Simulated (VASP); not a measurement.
# GaN (P6_3mc) in VASP: a series of runs

The runs below take GaN through single point, with r2SCAN.

Program: VASP 6.6.1. These are calculated values, not measurements. Logs are shortened: lines on timing, memory, paths and dates and some standing lists are left out, and cuts for length are marked.

## 1. The cell of the first run

The structure is hexagonal, space group P6_3mc (No. 186). Conventional cell: a = 3.148 Å, b = 3.148 Å, c = 5.127 Å, α = 90.00°, β = 90.00°, γ = 120.00°. Within 2.6 Å of Ga (site symmetry 3m) lie 4 N at 1.92 to 1.93 Å. Within 2.6 Å of N (site symmetry 3m) lie 4 Ga at 1.92 to 1.93 Å.

## 2. Single point, r2SCAN

File POSCAR:

```
GaN
1.0
    3.1481827908      0.0000000000      0.0000000000
   -1.5740913954      2.7264062726      0.0000000000
    0.0000000000      0.0000000000      5.1267502129
Ga N
2 2
Direct
    0.3333333333      0.6666666667     -0.0008415289
    0.6666666667      0.3333333333      0.4991584711
    0.3333333333      0.6666666667      0.3758415289
    0.6666666667      0.3333333333      0.8758415289
```

File INCAR.step1:

```
ALGO = Normal
EDIFF = 1E-4
ENCUT = 520
GGA = PE
ISMEAR = 0
LASPH = T
LCHARG = F
LREAL = F
LWAVE = T
NBANDS = 26
NELM = 100
PREC = Accurate
SIGMA = 0.01
```

File INCAR.step2:

```
ALGO = Normal
EDIFF = 1E-6
ENCUT = 520
ISIF = 2
ISMEAR = 0
ISTART = 1
LASPH = T
LCHARG = T
LELF = T
LMIXTAU = T
LREAL = F
LVHAR = T
LWAVE = F
METAGGA = R2SCAN
NBANDS = 26
NELM = 100
PREC = Accurate
SIGMA = 0.01
```

File KPOINTS:

```
k-points
0
Gamma
  8 8 4
```

Potentials or basis: VASP PAW PBE potentials, release 64 (Ga_d, N).

Started as:

```bash
> cat potpaw_PBE.64/Ga_d/POTCAR potpaw_PBE.64/N/POTCAR > POTCAR
> cp INCAR.step1 INCAR
> mpirun -np 1 vasp_std > vasp.out
> cp INCAR.step2 INCAR
> mpirun -np 1 vasp_std > vasp.out
```

OUTCAR:

```text
EDIFF = 1E-6
   ENCUT = 520
   ISIF = 2
   ISMEAR = 0
   ISTART = 1
   LASPH = T
   LREAL = F
   METAGGA = R2SCAN
   NELM = 100
   PREC = Accurate

 ion  position               nearest neighbor table
   1  0.333  0.667  0.999-   4 1.92   4 1.92   4 1.92   3 1.93
   2  0.667  0.333  0.499-   3 1.92   3 1.92   3 1.92   4 1.93
   3  0.333  0.667  0.376-   2 1.92   2 1.92   2 1.92   1 1.93
   4  0.667  0.333  0.876-   1 1.92   1 1.92   1 1.92   2 1.93

  LATTYP: Found a hexagonal cell.
 ALAT       =     3.1481827908
 C/A-ratio  =     1.6284792064

  Lattice vectors:

 A1 = (   3.1481827908,   0.0000000000,   0.0000000000)
 A2 = (  -1.5740913954,   2.7264062726,   0.0000000000)
 A3 = (   0.0000000000,   0.0000000000,   5.1267502129)

Analysis of symmetry for initial positions (statically):
=====================================================================
 Subroutine PRICEL returns:
 Original cell was already a primitive cell.

 Routine SETGRP: Setting up the symmetry group for a
 hexagonal supercell.

 Subroutine GETGRP returns: Found 12 space group operations
 (whereof  6 operations were pure point group operations)
 out of a pool of 24 trial point group operations.

The static configuration has the point symmetry C_3v.
 The point group associated with its full space group is C_6v.

Analysis of symmetry for dynamics (positions and initial velocities):
=====================================================================
 Subroutine PRICEL returns:
 Original cell was already a primitive cell.

 Routine SETGRP: Setting up the symmetry group for a
 hexagonal supercell.

 Subroutine GETGRP returns: Found 12 space group operations
 (whereof  6 operations were pure point group operations)
 out of a pool of 24 trial point group operations.

The dynamic configuration has the point symmetry C_3v.
 The point group associated with its full space group is C_6v.

 Subroutine INISYM returns: Found 12 space group operations
 (whereof  6 operations are pure point group operations),
 and found     1 'primitive' translations

----------------------------------------------------------------------------------------

                                     Primitive cell

  volume of cell :      44.0041

  direct lattice vectors                    reciprocal lattice vectors
     3.148182791  0.000000000  0.000000000     0.317643563  0.183391597  0.000000000
    -1.574091395  2.726406273  0.000000000     0.000000000  0.366783194  0.000000000
     0.000000000  0.000000000  5.126750213     0.000000000  0.000000000  0.195055339

  length of vectors
     3.148182791  3.148182791  5.126750213     0.366783194  0.366783194  0.195055339

  position of ions in fractional coordinates (direct lattice)
     0.333333333  0.666666667  0.999158471
     0.666666667  0.333333333  0.499158471
     0.333333333  0.666666667  0.375841529
     0.666666667  0.333333333  0.875841529

  ion indices of the primitive-cell ions
   primitive index   ion index
                 1           1
                 2           2
                 3           3
                 4           4

----------------------------------------------------------------------------------------

 KPOINTS: k-points

Automatic generation of k-mesh.
 Grid dimensions read from file:
 generate k-points for:    8    8    4

 Generating k-lattice:

  Cartesian coordinates                     Fractional coordinates (reciprocal lattice)
     0.039705445  0.022923950  0.000000000     0.125000000  0.000000000  0.000000000
     0.000000000  0.045847899  0.000000000     0.000000000  0.125000000  0.000000000
     0.000000000  0.000000000  0.048763835     0.000000000  0.000000000  0.250000000

  Length of vectors
     0.045847899  0.045847899  0.048763835

  Shift w.r.t. Gamma in fractional coordinates (k-lattice)
     0.000000000  0.000000000  0.000000000

 Subroutine IBZKPT returns following result:
 ===========================================

 Found     30 irreducible k-points:

 Following reciprocal coordinates:
            Coordinates               Weight
  0.000000  0.000000  0.000000      1.000000
  0.125000  0.000000  0.000000      6.000000
  0.250000  0.000000  0.000000      6.000000
  0.375000  0.000000  0.000000      6.000000
  0.500000  0.000000  0.000000      3.000000
  0.125000  0.125000  0.000000      6.000000
[... 16 lines left out ...]
  0.250000  0.000000  0.500000      6.000000
  0.375000  0.000000  0.500000      6.000000
 [... further k-points ...]
   k-points           NKPTS =     30   k-points in BZ     NKDIM =     30   number of bands    NBANDS=     26
   number of dos      NEDOS =    301   number of ions     NIONS =      4
   total plane-waves  NPLWV =  23040
   dimension x,y,z NGX =    24 NGY =   24 NGZ =   40
   dimension x,y,z NGXF=    48 NGYF=   48 NGZF=   80
   ions per type =               2   2
   NGX,Y,Z   is equivalent  to a cutoff of  12.67, 12.67, 12.97 a.u.
[... 59 lines left out ...]

 E-fermi :   5.5525     XC(G=0): -12.8605

 val. band max:        5.4700921338   @ k =   0.0000   0.0000   0.0000
 cond. band min:       8.0429188058   @ k =   0.0000   0.0000   0.0000
 fundamental gap:      2.5728266720
 Fermi energy:         5.5524741881

 k-point     1 :       0.0000    0.0000    0.0000
  band No.  band energies     occupation
      1     -11.6367      2.00000
      2     -10.5286      2.00000
      3      -8.3880      2.00000
      4      -8.3705      2.00000
      5      -8.3705      2.00000
      6      -8.2947      2.00000
[... 18 lines left out ...]
     25      18.2158      0.00000
     26      18.2158      0.00000

 k-point     2 :       0.1250    0.0000    0.0000
  band No.  band energies     occupation
      1     -11.4746      2.00000
      2     -10.4800      2.00000
      3      -8.3695      2.00000
      4      -8.3458      2.00000
      5      -8.3217      2.00000
      6      -8.2723      2.00000
[... 18 lines left out ...]
     25      17.7614      0.00000
     26      18.5712      0.00000

 k-point     3 :       0.2500    0.0000    0.0000
  band No.  band energies     occupation
      1     -11.0783      2.00000
      2     -10.3817      2.00000
      3      -8.3235      2.00000
      4      -8.3001      2.00000
      5      -8.2248      2.00000
      6      -8.1768      2.00000
[... 18 lines left out ...]
     25      17.8527      0.00000
     26      19.3185      0.00000

 k-point     4 :       0.3750    0.0000    0.0000
  band No.  band energies     occupation
      1     -10.6953      2.00000
      2     -10.3146      2.00000
      3      -8.3044      2.00000
      4      -8.2789      2.00000
      5      -8.1714      2.00000
      6      -8.1016      2.00000
[... 18 lines left out ...]
     25      18.3638      0.00000
     26      19.9410      0.00000

 k-point     5 :       0.5000    0.0000    0.0000
  band No.  band energies     occupation
      1     -10.5466      2.00000
      2     -10.2998      2.00000
      3      -8.3063      2.00000
      4      -8.2765      2.00000
      5      -8.1560      2.00000
      6      -8.1056      2.00000
[... 18 lines left out ...]
     25      18.9253      0.00000
     26      20.0584      0.00000

 k-point     6 :       0.1250    0.1250    0.0000
  band No.  band energies     occupation
      1     -11.1945      2.00000
      2     -10.4076      2.00000
      3      -8.3276      2.00000
      4      -8.3175      2.00000
      5      -8.2384      2.00000
      6      -8.2382      2.00000
[... 427 lines left out ...]
 k-point    21 :       0.0000    0.0000    0.5000
  band No.  band energies     occupation
      1     -11.0085      2.00000
      2     -11.0085      2.00000
      3      -8.3431      2.00000
      4      -8.3431      2.00000
      5      -8.3430      2.00000
      6      -8.3430      2.00000
[... 18 lines left out ...]
     25      16.7771      0.00000
     26      16.7771      0.00000

 k-point    22 :       0.1250    0.0000    0.5000
  band No.  band energies     occupation
      1     -10.8971      2.00000
      2     -10.8971      2.00000
      3      -8.3244      2.00000
      4      -8.3244      2.00000
      5      -8.3119      2.00000
      6      -8.3119      2.00000
[... 18 lines left out ...]
     25      17.2211      0.00000
     26      17.2211      0.00000

 k-point    23 :       0.2500    0.0000    0.5000
  band No.  band energies     occupation
      1     -10.6479      2.00000
      2     -10.6479      2.00000
      3      -8.2901      2.00000
      4      -8.2901      2.00000
      5      -8.2410      2.00000
      6      -8.2410      2.00000
[... 18 lines left out ...]
     25      18.1084      0.00000
     26      18.1084      0.00000

 k-point    24 :       0.3750    0.0000    0.5000
  band No.  band energies     occupation
      1     -10.4400      2.00000
      2     -10.4400      2.00000
      3      -8.2938      2.00000
      4      -8.2938      2.00000
      5      -8.1833      2.00000
      6      -8.1833      2.00000
[... 18 lines left out ...]
     25      18.6559      0.00000
     26      18.6559      0.00000

 [... further k-points ...]
[... 5 lines left out ...]
  --------------------------------------------------------------------------------------
  -------------------------------------------------------------------------------------
  Total        2.2652651      2.2652651      2.2111066      0.0000000      0.0000000      0.0000000
  in kB       82.4777757     82.4777757     80.5058785      0.0000000      0.0000000      0.0000000
  external PRESSURE =      81.8204766 kB  Pullay stress =       0.0000000 kB

 VOLUME and BASIS-vectors are now :
 -----------------------------------------------------------------------------
  energy-cutoff  :      520.00
  volume of cell :       44.00
      direct lattice vectors                 reciprocal lattice vectors
     3.148182791  0.000000000  0.000000000     0.317643563  0.183391597  0.000000000
    -1.574091395  2.726406273  0.000000000     0.000000000  0.366783194  0.000000000
     0.000000000  0.000000000  5.126750213     0.000000000  0.000000000  0.195055339

 POSITION                                       TOTAL-FORCE (eV/Angst)
 -----------------------------------------------------------------------------------
     -0.00000      1.81760      5.12244         0.000000     -0.000000      0.004538
      1.57409      0.90880      2.55906        -0.000000      0.000000      0.004538
     -0.00000      1.81760      1.92685         0.000000     -0.000000     -0.004538
      1.57409      0.90880      4.49022         0.000000      0.000000     -0.004538
 -----------------------------------------------------------------------------------
    total drift:                                0.000002      0.000003      0.035578

  FREE ENERGIE OF THE ION-ELECTRON SYSTEM (eV)
  ---------------------------------------------------
  free  energy   TOTEN  =       -43.7772440335 eV

  energy  without entropy=      -43.7772440335  energy(sigma->0) =      -43.77724403
```

It took 49 s on 1 thread of Intel Xeon 6975P-C (Granite Rapids), shared host; peak memory 0.18 GiB.

Results:

```yaml
Free_energy: -43.7772 eV
Pressure: 8.2 GPa
Largest_force: 0.005 eV/Å
Band_gap_on_the_k_mesh: 2.57 eV, direct
```

Forces on the atoms (eV/Å):
```
Ga   0.000  0.000  0.005
Ga   0.000  0.000  0.005
N    0.000  0.000 -0.005
N    0.000  0.000 -0.005
```

Caveat: the PAW data sets were made with another functional, which shifts forces and pressure a little.

## 3. Single point, r2SCAN

This run uses another cell than the first one, of 11.15 Å³/atom, 1.014 times its volume.

File POSCAR:

```
GaN
1.0
    3.1623546985      0.0000000000      0.0000000000
   -1.5811773493      2.7386795047      0.0000000000
    0.0000000000      0.0000000000      5.1498429716
Ga N
2 2
Direct
    0.3333333333      0.6666666667     -0.0008663485
    0.6666666667      0.3333333333      0.4991336515
    0.3333333333      0.6666666667      0.3758663485
    0.6666666667      0.3333333333      0.8758663485
```

File INCAR.step1:

```
PREC = Accurate
ENCUT = 520
ISMEAR = 0
SIGMA = 0.01
LREAL = False
LASPH = True
NELM = 60
NBANDS = 26
GGA = PE
ALGO = Normal
EDIFF = 1E-4
LWAVE = True
LCHARG = False
```

File INCAR.step2:

```
PREC = Accurate
ENCUT = 520
EDIFF = 1E-6
ISMEAR = 0
SIGMA = 0.01
LREAL = False
LASPH = True
NELM = 60
ALGO = Normal
ISIF = 2
LWAVE = False
LCHARG = False
METAGGA = R2SCAN
LMIXTAU = True
NBANDS = 26
ISTART = 1
```

File KPOINTS:

```
regular mesh
0
Gamma
  8 8 4
```

Potentials or basis: VASP PAW PBE potentials, release 64 (Ga_d, N).

Started as:

```bash
> cat potpaw_PBE.64/Ga_d/POTCAR potpaw_PBE.64/N/POTCAR > POTCAR
> cp INCAR.step1 INCAR
> mpirun -np 1 vasp_std > vasp.out
> cp INCAR.step2 INCAR
> mpirun -np 1 vasp_std > vasp.out
```

It took 51 s on 1 thread of Intel Xeon 6975P-C (Granite Rapids), shared host; peak memory 0.18 GiB.

It converged, with:

```
Free energy            : -43.8026 eV
Pressure               : 5.2 GPa
Largest force          : 0.006 eV/Å
Band gap on the k mesh : 2.48 eV, direct
```

Forces in eV/Å, atoms in the order of the input:
```
Ga   0.000  0.000  0.006
Ga   0.000  0.000  0.006
N    0.000  0.000 -0.006
N    0.000  0.000 -0.006
```

Stress tensor (GPa, compression positive):
```
5.23 0.00 0.00
0.00 5.23 0.00
0.00 0.00 5.03
```

Levels at points of the mesh, in eV from the valence-band top:
```tsv
k point	band 16	band 17	band 18	band 19	band 20	band 21
(0.00, 0.00, 0.00)	-0.04	0.00	0.00	2.48	4.95	10.08
(0.50, 0.00, 0.00)	-2.91	-2.30	-1.06	5.64	6.24	6.61
(0.00, 0.00, 0.50)	-0.56	-0.56	-0.56	4.90	4.90	9.29
(0.50, 0.00, 0.50)	-2.06	-2.00	-2.00	4.96	4.96	8.55
```

Caveat: the PAW data sets were made with another functional, which shifts forces and pressure a little.

## 4. Single point, r2SCAN

This run uses another cell than the first one, of 11.15 Å³/atom, 1.014 times its volume.

POSCAR is that of step 3.

File INCAR.step1:

```
SYSTEM = GaN
PREC = Accurate
ENCUT = 520
ISMEAR = 0
SIGMA = 0.01
LREAL = .False.
LASPH = .True.
NELM = 60
NBANDS = 26
GGA = PE
ALGO = Normal
EDIFF = 1E-4
LWAVE = .True.
LCHARG = .False.
```

File INCAR.step2:

```
SYSTEM = GaN
PREC = Accurate
ENCUT = 520
EDIFF = 1E-6
ISMEAR = 0
SIGMA = 0.01
LREAL = .False.
LASPH = .True.
NELM = 60
ALGO = Normal
ISIF = 2
LWAVE = .False.
LCHARG = .False.
METAGGA = R2SCAN
LMIXTAU = .True.
NBANDS = 26
ISTART = 1
```

File KPOINTS:

```
regular mesh
0
Gamma
  8 8 4
  0 0 0
```

Started as:

```bash
> cat potpaw_PBE.64/Ga_d/POTCAR potpaw_PBE.64/N/POTCAR > POTCAR
> cp INCAR.step1 INCAR
> mpirun -np 1 vasp_std > vasp.out
> cp INCAR.step2 INCAR
> mpirun -np 1 vasp_std > vasp.out
```

It took 54 s on 1 thread of Intel Xeon 6975P-C (Granite Rapids), shared host; peak memory 0.18 GiB.

The run converged. Its results:

* Free energy: -43.8026 eV
* Pressure: 5.2 GPa
* Largest force: 0.006 eV/Å
* Band gap on the k mesh: 2.48 eV, direct

Forces on the atoms (eV/Å):
```
Ga   0.000  0.000  0.006
Ga   0.000  0.000  0.006
N    0.000  0.000 -0.006
N    0.000  0.000 -0.006
```

Stress tensor (GPa, compression positive):
```
5.23 0.00 0.00
0.00 5.23 0.00
0.00 0.00 5.03
```

Levels at points of the mesh, in eV from the valence-band top:
```tsv
k point	band 15	band 16	band 17	band 18	band 19	band 20	band 21	band 22
(0.00, 0.00, 0.00)	-1.09	-0.04	0.00	0.00	2.48	4.95	10.08	10.71
(0.50, 0.00, 0.00)	-4.39	-2.91	-2.30	-1.06	5.64	6.24	6.61	9.53
(0.00, 0.00, 0.50)	-0.56	-0.56	-0.56	-0.56	4.90	4.90	9.29	9.29
(0.50, 0.00, 0.50)	-2.06	-2.06	-2.00	-2.00	4.96	4.96	8.55	8.55
```

Caveat: the PAW data sets were made with another functional, which shifts forces and pressure a little. r2SCAN opens gaps a little over a GGA but as a rule still falls short of measured ones.

## 5. Single point, r2SCAN

This run uses another cell than the first one, of 11.26 Å³/atom, 1.023 times its volume.

File POSCAR:

```
GaN
1.0
    3.1724979070      0.0000000000      0.0000000000
   -1.5862489535      2.7474637809      0.0000000000
    0.0000000000      0.0000000000      5.1663216954
Ga N
2 2
Direct
    0.3333333333      0.6666666667     -0.0008819454
    0.6666666667      0.3333333333      0.4991180546
    0.3333333333      0.6666666667      0.3758819454
    0.6666666667      0.3333333333      0.8758819454
```

File INCAR.step1:

```
  PREC = Accurate
  ENCUT = 520
  ISMEAR = 0
  SIGMA = 0.01
  LREAL = False
  LASPH = True
  NELM = 60
  NBANDS = 26
  GGA = PE
  ALGO = Normal
  EDIFF = 1E-4
  LWAVE = True
  LCHARG = False
```

File INCAR.step2:

```
  PREC = Accurate
  ENCUT = 520
  EDIFF = 1E-6
  ISMEAR = 0
  SIGMA = 0.01
  LREAL = False
  LASPH = True
  NELM = 60
  ALGO = Normal
  ISIF = 2
  LWAVE = False
  LCHARG = True
  METAGGA = R2SCAN
  LMIXTAU = True
  LELF = True
  LVHAR = True
  NBANDS = 26
  ISTART = 1
```

File KPOINTS:

```
regular mesh
0
Gamma
  8 8 4
```

Started as:

```bash
> cat potpaw_PBE.64/Ga_d/POTCAR potpaw_PBE.64/N/POTCAR > POTCAR
> cp INCAR.step1 INCAR
> mpirun -np 1 vasp_std > vasp.out
> cp INCAR.step2 INCAR
> mpirun -np 1 vasp_std > vasp.out
```

Run time: 52 s. Hardware: 1 thread of Intel Xeon 6975P-C (Granite Rapids), shared host; peak memory 0.18 GiB.

The run converged. Its results:

```
Free energy            : -43.8142 eV
Pressure               : 3.1 GPa
Largest force          : 0.006 eV/Å
Band gap on the k mesh : 2.41 eV, direct
```

Forces on the atoms (eV/Å):
```
Ga   0.000  0.000  0.006
Ga   0.000  0.000  0.006
N    0.000  0.000 -0.006
N    0.000  0.000 -0.006
```

Stress tensor (GPa, compression positive):
```
3.18 0.00 0.00
0.00 3.18 0.00
0.00 0.00 3.00
```

Levels at points of the mesh, in eV from the valence-band top:
```tsv
k point	band 16	band 17	band 18	band 19	band 20	band 21
(0.00, 0.00, 0.00)	-0.04	0.00	0.00	2.41	4.88	10.02
(0.50, 0.00, 0.00)	-2.87	-2.27	-1.05	5.61	6.18	6.58
(0.00, 0.00, 0.50)	-0.55	-0.55	-0.55	4.83	4.83	9.24
(0.50, 0.00, 0.50)	-2.03	-1.97	-1.97	4.93	4.93	8.48
```

Caveat: the PAW data sets were made with another functional, which shifts forces and pressure a little.

## 6. Summary

```csv
cell,gap on the mesh (eV),pressure (GPa),largest force (eV/Å)
"a = 3.148, b = 3.148, c = 5.127 Å, angles 90.0, 90.0, 120.0°, 4 atoms",2.57,8.2,-
"a = 3.162, b = 3.162, c = 5.150 Å, angles 90.0, 90.0, 120.0°, 4 atoms",2.48,5.2,0.01
"a = 3.172, b = 3.172, c = 5.166 Å, angles 90.0, 90.0, 120.0°, 4 atoms",2.41,3.1,0.01
```

Alike in all rows: task single point; level r2SCAN; potentials or basis VASP PAW PBE potentials, release 64 (Ga_d, N); no spin polarisation; k mesh 8 × 8 × 4; cutoff (eV) 520; smearing gaussian 0.01 eV.

Caveats: the PAW data sets were made with another functional, which shifts forces and pressure a little.

Absolute energies hang on the potentials; compare differences alone.
